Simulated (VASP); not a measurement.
Wanted: the native input for a VASP 6.6.1 run.

```yaml
Task: single point
Functional: PBE
Dispersion: D4
Potentials_or_basis: VASP PAW PBE potentials, release 64 (Bi_d, Te)
Cutoff: 520 eV
k_mesh: 6 × 6 × 6
Occupations: fermi-dirac, width 0.02 eV
Spin: no spin polarisation
Dipole_correction: no
Further_INCAR_settings: ALGO = Normal; EDIFF = 1e-07; NBANDS = 32
```

The structure of Bi2Te3 lies in POSCAR:

```
Bi2Te3
1.0
    2.1918542244      1.2654676265     10.0945094119
   -2.1918542244      1.2654676265     10.0945094119
    0.0000000000     -2.5309352530     10.0945094119
Bi Te
2 3
Direct
    0.4001015712      0.4001015712      0.4001015712
    0.5998984288      0.5998984288      0.5998984288
    0.2093200553      0.2093200553      0.2093200553
    0.7906799447      0.7906799447      0.7906799447
    0.0000000000      0.0000000000      0.0000000000
```

The input as run:

INCAR

```
SYSTEM = Bi2Te3
  PREC = Accurate
  ENCUT = 520
  EDIFF = 1E-7
  ISMEAR = -1
  SIGMA = 0.02
  LREAL = .FALSE.
  LASPH = .TRUE.
  NELM = 60
  ALGO = Normal
  ISIF = 2
  LWAVE = .FALSE.
  LCHARG = .FALSE.
  GGA = PE
  IVDW = 13
  NBANDS = 32
```

KPOINTS

```
Automatic mesh
0
G
  6 6 6
  0 0 0
```

Potentials or basis: VASP PAW PBE potentials, release 64 (Bi_d, Te).

Command:

```bash
$ cat potpaw_PBE.64/Bi_d/POTCAR potpaw_PBE.64/Te/POTCAR > POTCAR
$ mpirun -np 1 vasp_std > vasp.out
```

Results of the run:

| Property | Result |
| --- | --- |
| Pressure | 0.0 GPa |
| Largest force | 0.014 eV/Å |
| Band gap on the k mesh | 0.26 eV |
| Dispersion energy per atom | -0.495 eV |

Caveat: spin-orbit coupling is left out, which moves the levels of the heavy elements.

Run time: 7.6 min on 1 thread of Intel(R) Xeon(R) 6975P-C (Granite Rapids), with other jobs on the host, peak memory 0.96 GiB.
